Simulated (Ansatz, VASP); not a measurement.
**One calculation of MoS2, two programs**

Contents of INCAR:

```
SYSTEM = MoS2
ALGO = Normal ; EDIFF = 1E-7
ENCUT = 520 ; GGA = PE
ISIF = 2 ; ISMEAR = 0
IVDW = 12 ; LASPH = .TRUE.
LCHARG = .TRUE. ; LELF = .TRUE.
LREAL = .FALSE. ; LVHAR = .TRUE.
LWAVE = .FALSE. ; NBANDS = 35
NELM = 100 ; PREC = Accurate
SIGMA = 0.05
```

KPOINTS

```
k-points
0
G
  12 12 4
  0 0 0
```

POSCAR

```
MoS2
1.0
    3.1493479319      0.0000000000      0.0000000000
   -1.5746739660      2.7274153144      0.0000000000
    0.0000000000      0.0000000000     11.4426000000
Mo S
2 4
Direct
    0.6666666667      0.3333333333      0.2501439769
    0.3333333333      0.6666666667      0.7498560231
    0.3333333333      0.6666666667      0.3795985159
    0.6666666667      0.3333333333      0.8793132861
    0.3333333333      0.6666666667      0.1206867139
    0.6666666667      0.3333333333      0.6204014841
```

Input for Ansatz:

```yaml
crystal:
  lattice:
    - [3.1493479319, 0.0, 0.0]
    - [-1.574673966, 2.7274153144, 0.0]
    - [0.0, 0.0, 11.4426]
  atoms:
    - { symbol: Mo, position: [0.6666666667, 0.3333333333, 0.2501439769] }
    - { symbol: Mo, position: [0.3333333333, 0.6666666667, 0.7498560231] }
    - { symbol: S, position: [0.3333333333, 0.6666666667, 0.3795985159] }
    - { symbol: S, position: [0.6666666667, 0.3333333333, 0.8793132861] }
    - { symbol: S, position: [0.3333333333, 0.6666666667, 0.1206867139] }
    - { symbol: S, position: [0.6666666667, 0.3333333333, 0.6204014841] }
basis:
  ecutwfc: 420
kpoints:
  mp_grid: { grid: [12, 12, 4] }
hamiltonian:
  xc: pbe
  pseudopotentials: { kind: paw, azcp: { folder: soft_1 } }
  dispersion: d3bj
scf:
  occupations: { method: gaussian, width: 0.05 }
output:
  forces: true
  stress: true
  eigenvalues: true
```

Alike in both runs: task single point; functional PBE; dispersion D3(BJ); k mesh 12 × 12 × 4; occupations gaussian, width 0.05 eV; no spin polarisation.

|  | VASP | Ansatz |
| --- | --- | --- |
| version | VASP 6.6.1 | Ansatz 0.2.0 |
| potentials or method | VASP PAW PBE potentials, release 64 (Mo_sv, S), cutoff 520 eV | scalar-relativistic, plane waves, PAW |
| valence electrons in the cell | 52 | 52 |

```csv
,VASP,Ansatz,Ansatz less VASP
gap on the k mesh at the Fermi level (eV),0.32,0.30,-0.024
least direct gap on the mesh (eV),1.53,1.52,-0.004
pressure (GPa),10.4,10.6,+0.20
"traceless stress, the component that is largest in VASP (GPa)",8.20,8.24,+0.047
rms of the force components (eV/Å),0.777,0.788,+0.0111
```

Atom by atom the forces differ by 0.011 eV/Å (rms over components).
